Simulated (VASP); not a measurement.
A run of VASP 6.6.1:

Contents of INCAR:

```
SYSTEM = Ti
PREC = Accurate ; ENCUT = 520
EDIFF = 1E-6 ; ISMEAR = 0
SIGMA = 0.1 ; LREAL = .False.
LASPH = .True. ; NELM = 100
ALGO = Normal ; ISIF = 2
LWAVE = .False. ; LCHARG = .False.
LDIPOL = .True. ; IDIPOL = 3
DIPOL = 0.5 0.5 0.500 ; GGA = CA
IBRION = 2 ; NSW = 70
EDIFFG = -0.03 ; LUSENCCL = .False.
```

KPOINTS

```
Automatic mesh
0
Gamma
  12 12 1
  0 0 0
```

File POSCAR:

```
Ti
1.0
    2.8641158382      0.0000000000      0.0000000000
   -1.4320579191      2.4803970752      0.0000000000
    0.0000000000      0.0000000000     20.8030624247
Ti
4
Selective dynamics
Direct
    0.6666666667      0.3333333333      0.3364889196  F F F
    0.3333333333      0.6666666667      0.4454963065  F F F
    0.6666666667      0.3333333333      0.5545036935  T T T
    0.3333333333      0.6666666667      0.6635110804  T T T
```

Potentials or basis: VASP PAW LDA potentials, release 64 (Ti_sv).

Command:

```sh
$ cat potpaw_LDA.64/Ti_sv/POTCAR > POTCAR
$ mpirun -np 1 vasp_std > vasp.out
```

Hardware: 1 × NVIDIA H100 80GB with 1 thread of AMD EPYC 7R13 Processor (Zen 3) (shared host).

**Question.** Estimate the wall time of this run.

**Answer.** Run time: 74 s on 1 × NVIDIA H100 80GB with 1 thread of AMD EPYC 7R13 Processor (Zen 3) (shared host), peak memory 1.3 GiB. Counts: scf iterations 69, k points 19, ion steps 4.
